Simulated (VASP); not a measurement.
# AlN (P6_3mc) in VASP: further runs

The runs below take AlN through single point, relaxation of cell and atoms, with LDA.

Everything below comes from runs of VASP 6.6.1. Logs are shortened: lines on timing, memory, paths and dates and some standing lists are left out, and cuts for length are marked.

## Step 1: The cell of the first run

It takes space group P6_3mc (No. 186, hexagonal). The conventional cell has a = 3.129 Å, b = 3.129 Å, c = 5.017 Å, α = 90.00°, β = 90.00°, γ = 120.00°. Within 2.5 Å of Al (site symmetry 3m) lie 4 N at 1.90 to 1.91 Å. N (site symmetry 3m) has 4 Al at 1.90 to 1.91 Å within 2.5 Å.

## Step 2: Single point, LDA

INCAR

```
PREC = Accurate
ENCUT = 520
EDIFF = 1E-7
ISMEAR = 0
SIGMA = 0.1
LREAL = F
LASPH = T
NELM = 80
ALGO = Normal
ISIF = 2
LWAVE = F
LCHARG = F
GGA = CA
NBANDS = 16
```

KPOINTS

```
regular mesh
0
Gamma
  6 6 4
```

POSCAR

```
AlN
1.0
    3.1285881400      0.0000000000      0.0000000000
   -1.5642940700      2.7094368000      0.0000000000
    0.0000000000      0.0000000000      5.0169550000
Al N
2 2
Direct
    0.6666666700      0.3333333300      0.4992870000
    0.3333333300      0.6666666700      0.9992870000
    0.6666666700      0.3333333300      0.8807130000
    0.3333333300      0.6666666700      0.3807130000
```

Potentials or basis: VASP PAW LDA potentials, release 64 (Al, N).

On the command line:

```sh
$ cat potpaw_LDA.64/Al/POTCAR potpaw_LDA.64/N/POTCAR > POTCAR
$ mpirun -np 1 vasp_std > vasp.out
```

OUTCAR:

```text
PREC = Accurate
   ENCUT = 520
   EDIFF = 1E-7
   ISMEAR = 0
   LREAL = F
   LASPH = T
   NELM = 80
   ISIF = 2
   GGA = CA

 ion  position               nearest neighbor table
   1  0.667  0.333  0.499-   4 1.90   4 1.90   4 1.90   3 1.91   2 3.09   2 3.09   2 3.09   2 3.09
                             2 3.09   2 3.09
   2  0.333  0.667  0.999-   3 1.90   3 1.90   3 1.90   4 1.91   1 3.09   1 3.09   1 3.09   1 3.09
                             1 3.09   1 3.09
   3  0.667  0.333  0.881-   2 1.90   2 1.90   2 1.90   1 1.91
   4  0.333  0.667  0.381-   1 1.90   1 1.90   1 1.90   2 1.91

  LATTYP: Found a hexagonal cell.
 ALAT       =     3.1285881400
 C/A-ratio  =     1.6035843567

  Lattice vectors:

 A1 = (   3.1285881400,   0.0000000000,   0.0000000000)
 A2 = (  -1.5642940700,   2.7094368000,   0.0000000000)
 A3 = (   0.0000000000,   0.0000000000,   5.0169550000)

Analysis of symmetry for initial positions (statically):
=====================================================================
 Subroutine PRICEL returns:
 Original cell was already a primitive cell.

 Routine SETGRP: Setting up the symmetry group for a
 hexagonal supercell.

 Subroutine GETGRP returns: Found 12 space group operations
 (whereof  6 operations were pure point group operations)
 out of a pool of 24 trial point group operations.

The static configuration has the point symmetry C_3v.
 The point group associated with its full space group is C_6v.

Analysis of symmetry for dynamics (positions and initial velocities):
=====================================================================
 Subroutine PRICEL returns:
 Original cell was already a primitive cell.

 Routine SETGRP: Setting up the symmetry group for a
 hexagonal supercell.

 Subroutine GETGRP returns: Found 12 space group operations
 (whereof  6 operations were pure point group operations)
 out of a pool of 24 trial point group operations.

The dynamic configuration has the point symmetry C_3v.
 The point group associated with its full space group is C_6v.

 Subroutine INISYM returns: Found 12 space group operations
 (whereof  6 operations are pure point group operations),
 and found     1 'primitive' translations

----------------------------------------------------------------------------------------

                                     Primitive cell

  volume of cell :      42.5273

  direct lattice vectors                    reciprocal lattice vectors
     3.128588140  0.000000000  0.000000000     0.319632996  0.184540197  0.000000000
    -1.564294070  2.709436800  0.000000000     0.000000000  0.369080393  0.000000000
     0.000000000  0.000000000  5.016955000     0.000000000  0.000000000  0.199324092

  length of vectors
     3.128588140  3.128588134  5.016955000     0.369080393  0.369080393  0.199324092

  position of ions in fractional coordinates (direct lattice)
     0.666666670  0.333333330  0.499287000
     0.333333330  0.666666670  0.999287000
     0.666666670  0.333333330  0.880713000
     0.333333330  0.666666670  0.380713000

  ion indices of the primitive-cell ions
   primitive index   ion index
                 1           1
                 2           2
                 3           3
                 4           4

----------------------------------------------------------------------------------------

 KPOINTS: regular mesh

Automatic generation of k-mesh.
 Grid dimensions read from file:
 generate k-points for:    6    6    4

 Generating k-lattice:

  Cartesian coordinates                     Fractional coordinates (reciprocal lattice)
     0.053272166  0.030756699  0.000000000     0.166666667  0.000000000  0.000000000
     0.000000000  0.061513399  0.000000000     0.000000000  0.166666667  0.000000000
     0.000000000  0.000000000  0.049831023     0.000000000  0.000000000  0.250000000

  Length of vectors
     0.061513399  0.061513399  0.049831023

  Shift w.r.t. Gamma in fractional coordinates (k-lattice)
     0.000000000  0.000000000  0.000000000

 Subroutine IBZKPT returns following result:
 ===========================================

 Found     21 irreducible k-points:

 Following reciprocal coordinates:
            Coordinates               Weight
  0.000000  0.000000  0.000000      1.000000
  0.166667 -0.000000  0.000000      6.000000
  0.333333  0.000000  0.000000      6.000000
  0.500000  0.000000  0.000000      3.000000
  0.166667  0.166667  0.000000      6.000000
  0.333333  0.166667  0.000000     12.000000
[... 13 lines left out ...]
  0.333333  0.166667  0.500000     12.000000
  0.333333  0.333333  0.500000      2.000000
   k-points           NKPTS =     21   k-points in BZ     NKDIM =     21   number of bands    NBANDS=     16
   number of dos      NEDOS =    301   number of ions     NIONS =      4
   total plane-waves  NPLWV =  23040
   dimension x,y,z NGX =    24 NGY =   24 NGZ =   40
   dimension x,y,z NGXF=    48 NGYF=   48 NGZF=   80
   ions per type =               2   2
   NGX,Y,Z   is equivalent  to a cutoff of  12.75, 12.75, 13.25 a.u.
   NGXF,Y,Z  is equivalent  to a cutoff of  25.51, 25.51, 26.51 a.u.
 SYSTEM =  unknown system
   PREC   = accura    normal or accurate (medium, high low for compatibility)
   ISTART =      0    job   : 0-new  1-cont  2-samecut
   ICHARG =      2    charge: 1-file 2-atom 10-const
   ISPIN  =      1    spin polarized calculation?
   LNONCOLLINEAR =      F non collinear calculations
   LSORBIT =      F    spin-orbit coupling
   LASPH  =      T    aspherical Exc in radial PAW
   ENCUT  =  520.0 eV  38.22 Ry    6.18 a.u.   5.82  5.82  9.33*2*pi/ulx,y,z
   NELM   =     80;   NELMIN=  2; NELMDL= -5     # of ELM steps
   EDIFF  = 0.1E-06   stopping-criterion for ELM
   LREAL  =      F    real-space projection
   EDIFFG = 0.1E-05   stopping-criterion for IOM
   NSW    =      0    number of steps for IOM
   IBRION =     -1    ionic relax: 0-MD 1-quasi-New 2-CG
   NFREE  =      0    steps in history (QN), initial steepest desc. (CG)
   ISIF   =      2    stress and relaxation
   ISYM   =      2    0-nonsym 1-usesym 2-fastsym
   POTIM  = 0.5000    time-step for ionic-motion
   TEBEG  =    0.0;   TEEND  =   0.0 temperature during run
   PSTRESS=    0.0 pullay stress
   NELECT =      16.0000    total number of electrons
   NUPDOWN=      -1.0000    fix difference up-down
   EMIN   =  10.00;   EMAX   =-10.00  energy-range for DOS
   EFERMI =   0.00;   METHOD = LEGACY
   ISMEAR =     0;   SIGMA  =   0.10  broadening in eV -4-tet -1-fermi 0-gaus
   EFERMI_NEDOS =   21; number of points for ismear=-14 and -15
   IALGO  =     38    algorithm
   IMIX   =      4    mixing-type and parameters
     AMIX     =   0.40;   BMIX     =  1.00
     AMIX_MAG =   1.60;   BMIX_MAG =  1.00
  volume/ion in A,a.u.               =      10.63        71.75
  Fermi-wavevector in a.u.,A,eV,Ry     =   1.181841  2.233355 19.003903  1.396747
  Thomas-Fermi vector in A             =   2.318106
   LORBIT       =      0    0 simple, 1 ext, 2 COOP (PROOUT), +10 PAW based schemes
   GGA     = CA    functional components
   LHFCALC =     F    Hartree Fock is set to
   AEXX    =    0.0000 exact exchange contribution
   IVDW    =     0    specifies the selected vdW correction
   LEPSILON=     F    determine dielectric tensor
   LRPA    =     F    only Hartree local field effects (RPA)
 non-spin polarized calculation
 Gauss-broadening in eV      SIGMA  =   0.10
  energy-cutoff  :      520.00
  volume of cell :       42.53
 maximum number of plane-waves:      1170
 NGX is ok and might be reduce to    24
   NGX = 11   NGY = 11   NGZ = 19

 number of electron      16.0000002 magnetization

 Free energy of the ion-electron system (eV)
  ---------------------------------------------------
  ext. energy  EPLUGINS =         0.00000000
  ---------------------------------------------------
  free energy    TOTEN  =       -32.80386705 eV

  energy without entropy =      -32.80386705  energy(sigma->0) =      -32.80386705

 E-fermi :   6.1813     XC(G=0): -11.1671

 val. band max:        5.7094600678   @ k =   0.0000   0.0000   0.0000
 cond. band min:       9.7876509303   @ k =   0.0000   0.0000   0.0000
 fundamental gap:      4.0781908624
 Fermi energy:         6.1812839461

 k-point     1 :       0.0000    0.0000    0.0000
  band No.  band energies     occupation
      1      -9.2027      2.00000
      2      -7.0444      2.00000
      3      -0.2547      2.00000
      4       4.8647      2.00000
      5       4.8648      2.00000
      6       5.5115      2.00000
[... 8 lines left out ...]
     15      18.4768      0.00000
     16      18.4768      0.00000

 k-point     2 :       0.1667   -0.0000    0.0000
  band No.  band energies     occupation
      1      -8.8552      2.00000
      2      -6.8537      2.00000
      3       0.1577      2.00000
      4       3.4459      2.00000
      5       4.2279      2.00000
      6       4.4737      2.00000
[... 8 lines left out ...]
     15      17.7744      0.00000
     16      18.2300      0.00000

 k-point     3 :       0.3333    0.0000    0.0000
  band No.  band energies     occupation
      1      -7.9543      2.00000
      2      -6.5125      2.00000
      3       1.2140      2.00000
      4       1.3161      2.00000
      5       2.4055      2.00000
      6       3.8856      2.00000
[... 8 lines left out ...]
     15      17.4397      0.00000
     16      19.7248      0.00000

 k-point     4 :       0.5000    0.0000    0.0000
  band No.  band energies     occupation
      1      -7.2190      2.00000
      2      -6.5183      2.00000
      3       0.2864      2.00000
      4       1.5547      2.00000
      5       2.3807      2.00000
      6       3.6406      2.00000
[... 8 lines left out ...]
     15      18.2345      0.00000
     16      20.3622      0.00000
[... 267 lines left out ...]
 k-point    19 :       0.1667    0.1667    0.5000
  band No.  band energies     occupation
      1      -7.4984      2.00000
      2      -7.4984      2.00000
      3       1.5317      2.00000
      4       1.5317      2.00000
      5       3.8924      2.00000
      6       3.8924      2.00000
[... 8 lines left out ...]
     15      18.3184      0.00000
     16      18.3184      0.00000

 k-point    20 :       0.3333    0.1667    0.5000
  band No.  band energies     occupation
      1      -6.8631      2.00000
      2      -6.8631      2.00000
      3       0.5778      2.00000
      4       0.5778      2.00000
      5       3.1009      2.00000
      6       3.1009      2.00000
[... 8 lines left out ...]
     15      18.8268      0.00000
     16      18.8268      0.00000

 k-point    21 :       0.3333    0.3333    0.5000
  band No.  band energies     occupation
      1      -6.6324      2.00000
      2      -6.6324      2.00000
      3       0.8846      2.00000
      4       0.8846      2.00000
      5       1.8746      2.00000
      6       1.8746      2.00000
[... 8 lines left out ...]
     15      19.2614      0.00000
     16      19.2614      0.00000

------------------------ aborting loop because EDIFF is reached ----------------------------------------

  FORCE on cell =-STRESS in cart. coord.  units (eV):
  Direction    XX          YY          ZZ          XY          YZ          ZX
  --------------------------------------------------------------------------------------
  -------------------------------------------------------------------------------------
  Total       -1.9605543     -1.9605543     -1.9388717      0.0000000      0.0000000      0.0000000
  in kB      -73.8621298    -73.8621294    -73.0452577      0.0000000      0.0000000      0.0000000
  external PRESSURE =     -73.5898390 kB  Pullay stress =       0.0000000 kB

 VOLUME and BASIS-vectors are now :
 -----------------------------------------------------------------------------
  energy-cutoff  :      520.00
  volume of cell :       42.53
      direct lattice vectors                 reciprocal lattice vectors
     3.128588140  0.000000000  0.000000000     0.319632996  0.184540197  0.000000000
    -1.564294070  2.709436800  0.000000000     0.000000000  0.369080393  0.000000000
     0.000000000  0.000000000  5.016955000     0.000000000  0.000000000  0.199324092

 POSITION                                       TOTAL-FORCE (eV/Angst)
 -----------------------------------------------------------------------------------
      1.56429      0.90315      2.50490        -0.000000      0.000000      0.002229
     -0.00000      1.80629      5.01338        -0.000000      0.000000      0.002229
      1.56429      0.90315      4.41850        -0.000000      0.000000     -0.002229
     -0.00000      1.80629      1.91002         0.000000     -0.000000     -0.002229
 -----------------------------------------------------------------------------------
    total drift:                               -0.000009      0.000005      0.000674

  FREE ENERGIE OF THE ION-ELECTRON SYSTEM (eV)
  ---------------------------------------------------
  free  energy   TOTEN  =       -32.8038670539 eV

  energy  without entropy=      -32.8038670539  energy(sigma->0) =      -32.80386705
```

Wall time 6 s (1 thread of Intel Xeon Platinum 8559C (Emerald Rapids), shared host); peak memory 0.13 GiB.

Results:

```
Free energy            : -32.8039 eV
Pressure               : -7.4 GPa
Band gap on the k mesh : 4.08 eV
```

Forces on the atoms (eV/Å):
```
Al   0.000  0.000  0.002
Al   0.000  0.000  0.002
N    0.000  0.000 -0.002
N    0.000  0.000 -0.002
```

Stress tensor (GPa, compression positive):
```
-7.39  0.00  0.00
 0.00 -7.39  0.00
 0.00  0.00 -7.30
```

Levels at points of the mesh, in eV from the valence-band top:
```tsv
k point	band 6	band 7	band 8	band 9	band 10	band 11
(0.00, 0.00, 0.00)	-0.20	-0.20	0.00	4.08	6.41	10.33
(0.50, 0.00, 0.00)	-2.07	-1.77	-0.68	5.61	5.64	7.93
(0.00, 0.00, 0.50)	-0.53	-0.53	-0.53	6.28	6.28	10.00
(0.50, 0.00, 0.50)	-1.45	-1.36	-1.36	5.13	5.13	8.97
```

Caveat: the cell stands under tension.

## Step 3: Single point, LDA

This run uses another cell than the first one, of 10.21 Å³/atom.

INCAR

```
PREC = Accurate
ENCUT = 520
EDIFF = 1E-6
ISMEAR = 0
SIGMA = 0.02
LREAL = False
LASPH = True
NELM = 80
ALGO = Normal
ISIF = 2
LWAVE = False
LCHARG = False
NBANDS = 16
```

KPOINTS

```
regular mesh
0
Gamma
  9 9 4
```

POSCAR

```
AlN
1.0
    3.0886447106      0.0000000000      0.0000000000
   -1.5443223553      2.6748447827      0.0000000000
    0.0000000000      0.0000000000      4.9430764346
Al N
2 2
Direct
    0.6666666667      0.3333333333      0.4990076321
    0.3333333333      0.6666666667      0.9990076321
    0.6666666667      0.3333333333      0.8809923679
    0.3333333333      0.6666666667      0.3809923679
```

Potentials or basis: VASP PAW LDA potentials, release 64 (Al, N).

On the command line:

```sh
$ cat potpaw_LDA.64/Al/POTCAR potpaw_LDA.64/N/POTCAR > POTCAR
$ mpirun -np 1 vasp_std > vasp.out
```

It took 9.2 s on 1 thread of Intel Xeon Platinum 8559C (Emerald Rapids), shared host; peak memory 0.14 GiB.

It converged, with:

```
Free energy            : -32.8411 eV
Pressure               : 0.6 GPa
Band gap on the k mesh : 4.42 eV
```

Levels at points of the mesh, in eV from the valence-band top:
| k point | band 6 | band 7 | band 8 | band 9 | band 10 | band 11 |
| --- | --- | --- | --- | --- | --- | --- |
| (0.00, 0.00, 0.00) | -0.23 | -0.23 | 0.00 | 4.42 | 6.73 | 10.66 |
| (0.00, 0.00, 0.50) | -0.57 | -0.57 | -0.57 | 6.61 | 6.61 | 10.32 |

Caveat: an odd mesh through Γ misses points on the zone boundary, where band edges can lie.

[end of part 1 of 2]
